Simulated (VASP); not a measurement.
# SnO2 (P4_2/mnm) in VASP: further runs, part 3 of 3

VASP 6.6.1. Earlier steps stand in the parts before.

### Step 6. Single point, r2SCAN (epitaxial xy strain -1.0%)

POSCAR

```
SnO2
1.0
    4.7129679872      0.0000000000      0.0000000000
    0.0000000000      4.7129679872      0.0000000000
    0.0000000000      0.0000000000      3.2236325180
Sn O
2 4
Direct
    0.0000000000      0.0000000000      0.0000000000
    0.5000000000      0.5000000000      0.5000000000
    0.3059838962      0.3059838962      0.0000000000
    0.1940161038      0.8059838962      0.5000000000
    0.8059838962      0.1940161038      0.5000000000
    0.6940161038      0.6940161038      0.0000000000
```

INCAR.step1

```
PREC = Accurate
ENCUT = 520
ISMEAR = 0
SIGMA = 0.01
LREAL = False
LASPH = True
NELM = 80
NBANDS = 35
GGA = PE
ALGO = Normal
EDIFF = 1E-4
LWAVE = True
LCHARG = False
```

INCAR.step2

```
PREC = Accurate
ENCUT = 520
EDIFF = 1E-6
ISMEAR = 0
SIGMA = 0.01
LREAL = False
LASPH = True
NELM = 80
ALGO = Normal
ISIF = 2
LWAVE = False
LCHARG = False
METAGGA = R2SCAN
LMIXTAU = True
NBANDS = 35
ISTART = 1
```

KPOINTS

```
regular mesh
0
Gamma
  6 6 8
```

Potentials or basis: VASP PAW PBE potentials, release 64 (Sn_d, O).

Run with:

```console
> cat potpaw_PBE.64/Sn_d/POTCAR potpaw_PBE.64/O/POTCAR > POTCAR
> cp INCAR.step1 INCAR
> mpirun -np 1 vasp_std > vasp.out
> cp INCAR.step2 INCAR
> mpirun -np 1 vasp_std > vasp.out
```

OUTCAR:

```text
PREC = Accurate
   ENCUT = 520
   EDIFF = 1E-6
   ISMEAR = 0
   LREAL = False
   LASPH = True
   NELM = 80
   ISIF = 2
   METAGGA = R2SCAN
   ISTART = 1

 ion  position               nearest neighbor table
   1  0.000  0.000  0.000-   3 2.04   6 2.04   5 2.07   4 2.07   4 2.07   5 2.07   2 3.70   2 3.70
                             2 3.70   2 3.70   2 3.70   2 3.70   2 3.70   2 3.70
   2  0.500  0.500  0.500-   4 2.04   5 2.04   3 2.07   6 2.07   3 2.07   6 2.07   1 3.70   1 3.70
                             1 3.70   1 3.70   1 3.70   1 3.70   1 3.70   1 3.70
   3  0.306  0.306  0.000-   1 2.04   2 2.07   2 2.07
   4  0.194  0.806  0.500-   2 2.04   1 2.07   1 2.07
   5  0.806  0.194  0.500-   2 2.04   1 2.07   1 2.07
   6  0.694  0.694  0.000-   1 2.04   2 2.07   2 2.07

  LATTYP: Found a simple tetragonal cell.
 ALAT       =     4.7129679872
 C/A-ratio  =     0.6839920251

  Lattice vectors:

 A1 = (   4.7129679872,   0.0000000000,   0.0000000000)
 A2 = (   0.0000000000,   4.7129679872,   0.0000000000)
 A3 = (   0.0000000000,   0.0000000000,   3.2236325180)

Analysis of symmetry for initial positions (statically):
=====================================================================
 Subroutine PRICEL returns:
 Original cell was already a primitive cell.

[... 181 lines left out ...]

 val. band max:        5.7090384593   @ k =   0.0000   0.0000   0.0000
 cond. band min:       7.6071569748   @ k =   0.0000   0.0000   0.0000
 fundamental gap:      1.8981185155
 Fermi energy:         5.7493501287

 k-point     1 :       0.0000    0.0000    0.0000
  band No.  band energies     occupation
      1     -16.0400      2.00000
      2     -15.0649      2.00000
      3     -14.7810      2.00000
      4     -14.7810      2.00000
      5     -14.7688      2.00000
      6     -14.7580      2.00000
[... 901 lines left out ...]
     34      19.0625      0.00000
     35      19.3695      0.00000

 [... further k-points ...]
[... 5 lines left out ...]
  --------------------------------------------------------------------------------------
  -------------------------------------------------------------------------------------
  Total        1.9118878      1.9118878      0.6231887      0.0000000      0.0000000      0.0000000
  in kB       42.7797738     42.7797738     13.9442647      0.0000000      0.0000000      0.0000000
  external PRESSURE =      33.1679374 kB  Pullay stress =       0.0000000 kB

 VOLUME and BASIS-vectors are now :
 -----------------------------------------------------------------------------
  energy-cutoff  :      520.00
  volume of cell :       71.60
      direct lattice vectors                 reciprocal lattice vectors
     4.712967987  0.000000000  0.000000000     0.212180520  0.000000000  0.000000000
     0.000000000  4.712967987  0.000000000     0.000000000  0.212180520  0.000000000
     0.000000000  0.000000000  3.223632518     0.000000000  0.000000000  0.310209056

 POSITION                                       TOTAL-FORCE (eV/Angst)
 -----------------------------------------------------------------------------------
      0.00000      0.00000      0.00000        -0.000000     -0.000000      0.000000
      2.35648      2.35648      1.61182        -0.000000     -0.000000      0.000000
      1.44209      1.44209      0.00000        -0.008179     -0.008179     -0.000000
      0.91439      3.79858      1.61182         0.008179     -0.008179     -0.000000
      3.79858      0.91439      1.61182        -0.008179      0.008179      0.000000
      3.27088      3.27088      0.00000         0.008179      0.008179      0.000000
 -----------------------------------------------------------------------------------
    total drift:                                0.000000     -0.000000      0.000000

  FREE ENERGIE OF THE ION-ELECTRON SYSTEM (eV)
  ---------------------------------------------------
  free  energy   TOTEN  =       -84.6092867865 eV

  energy  without entropy=      -84.6092867865  energy(sigma->0) =      -84.60928679
```

OUTCAR.step1:

```text
PREC = Accurate
   ENCUT = 520
   ISMEAR = 0
   LREAL = False
   LASPH = True
[... 1153 lines left out ...]
      1.44209      1.44209      0.00000        -0.016556     -0.016556     -0.000000
      0.91439      3.79858      1.61182         0.016556     -0.016556     -0.000000
      3.79858      0.91439      1.61182        -0.016556      0.016556      0.000000
      3.27088      3.27088      0.00000         0.016556      0.016556      0.000000
 -----------------------------------------------------------------------------------
    total drift:                                0.000000     -0.000000      0.000000

  FREE ENERGIE OF THE ION-ELECTRON SYSTEM (eV)
  ---------------------------------------------------
  free  energy   TOTEN  =       -37.1745062999 eV

  energy  without entropy=      -37.1745062999  energy(sigma->0) =      -37.17450630
```

OSZICAR.step1:

```text
N       E                     dE             d eps       ncg     rms          rms(c)
DAV:   1     0.639082661972E+03    0.63908E+03   -0.25488E+04  3919   0.232E+03
DAV:   2     0.578949738805E+02   -0.58119E+03   -0.54910E+03  3828   0.622E+02
DAV:   3    -0.383324656513E+02   -0.96227E+02   -0.94657E+02  3821   0.209E+02
DAV:   4    -0.433049964386E+02   -0.49725E+01   -0.49371E+01  4379   0.511E+01
DAV:   5    -0.434341252109E+02   -0.12913E+00   -0.12894E+00  4352   0.867E+00    0.161E+01
DAV:   6    -0.370866132113E+02    0.63475E+01   -0.17584E+01  5545   0.639E+01    0.623E+00
DAV:   7    -0.372030357204E+02   -0.11642E+00   -0.20458E+00  4000   0.797E+00    0.323E+00
DAV:   8    -0.371808522428E+02    0.22183E-01   -0.16660E-01  5011   0.423E+00    0.748E-01
DAV:   9    -0.371737270660E+02    0.71252E-02   -0.34887E-02  5742   0.303E+00    0.131E-01
DAV:  10    -0.371743872138E+02   -0.66015E-03   -0.38446E-03  4257   0.467E-01    0.570E-02
DAV:  11    -0.371745057774E+02   -0.11856E-03   -0.17207E-04  3496   0.101E-01    0.128E-02
DAV:  12    -0.371745062999E+02   -0.52257E-06   -0.22631E-05  2194   0.450E-02
   1 F= -.37174506E+02 E0= -.37174506E+02  d E =-.305402E-72
```

Wall time 4.9 min (1 thread of Intel Xeon 6975P-C, shared host); peak memory 0.24 GiB.

What came out:

```yaml
Free_energy: -84.6093 eV
Pressure: 3.3 GPa
Largest_force: 0.012 eV/Å
Band_gap_on_the_k_mesh: 1.90 eV, direct
```

Forces in eV/Å, atoms in the order of the input:
```
Sn   0.000  0.000  0.000
Sn   0.000  0.000  0.000
O   -0.008 -0.008  0.000
O    0.008 -0.008  0.000
O   -0.008  0.008  0.000
O    0.008  0.008  0.000
```

Stress tensor (GPa, compression positive):
```
4.28 0.00 0.00
0.00 4.28 0.00
0.00 0.00 1.39
```

Levels at points of the mesh, in eV from the valence-band top:
| k point | band 24 | band 25 | band 26 | band 27 | band 28 | band 29 |
| --- | --- | --- | --- | --- | --- | --- |
| (0.00, 0.00, 0.00) | -0.76 | -0.76 | 0.00 | 1.90 | 6.77 | 7.00 |
| (0.50, 0.00, 0.00) | -1.20 | -0.61 | -0.61 | 5.13 | 5.13 | 7.76 |
| (0.50, 0.50, 0.00) | -1.33 | -0.90 | -0.90 | 5.53 | 5.53 | 8.24 |
| (0.00, 0.00, 0.50) | -1.71 | -1.28 | -1.28 | 7.01 | 7.01 | 10.67 |
| (0.50, 0.00, 0.50) | -1.11 | -0.63 | -0.63 | 7.31 | 7.31 | 9.05 |
| (0.50, 0.50, 0.50) | -0.95 | -0.84 | -0.84 | 5.68 | 5.68 | 9.72 |

Caveat: the cell differs from its parent crystal (epitaxial xy strain -1.0%); the PAW data sets were made with another functional, which shifts forces and pressure a little; spin-orbit coupling is left out, which moves the levels of the heavy elements.

### Step 7. Summary

```csv
level,cell,smearing,gap on the mesh (eV),pressure (GPa),largest force (eV/Å)
PBE,"a = 4.951, b = 4.951, c = 3.125 Å, 6 atoms",fermi-dirac 0.02 eV,0.78,0.9,0.14
r2SCAN,"a = 4.570, b = 4.570, c = 3.304 Å, 6 atoms",gaussian 0.01 eV,2.23,11.0,0.01
r2SCAN,"a = 4.618, b = 4.618, c = 3.276 Å, 6 atoms",gaussian 0.01 eV,2.12,8.3,-
r2SCAN,"a = 4.665, b = 4.665, c = 3.249 Å, 6 atoms",gaussian 0.01 eV,2.01,5.7,0.01
r2SCAN,"a = 4.713, b = 4.713, c = 3.224 Å, 6 atoms",gaussian 0.01 eV,1.90,3.3,0.01
```

Alike in all rows: task single point; potentials or basis VASP PAW PBE potentials, release 64 (Sn_d, O); no spin polarisation; k mesh 6 × 6 × 8; cutoff (eV) 520.

Caveats: spin-orbit coupling is left out, which moves the levels of the heavy elements; the PAW data sets were made with another functional, which shifts forces and pressure a little (some runs).

Total energies depend on the potentials used, so only differences within one code and one set of settings carry meaning.
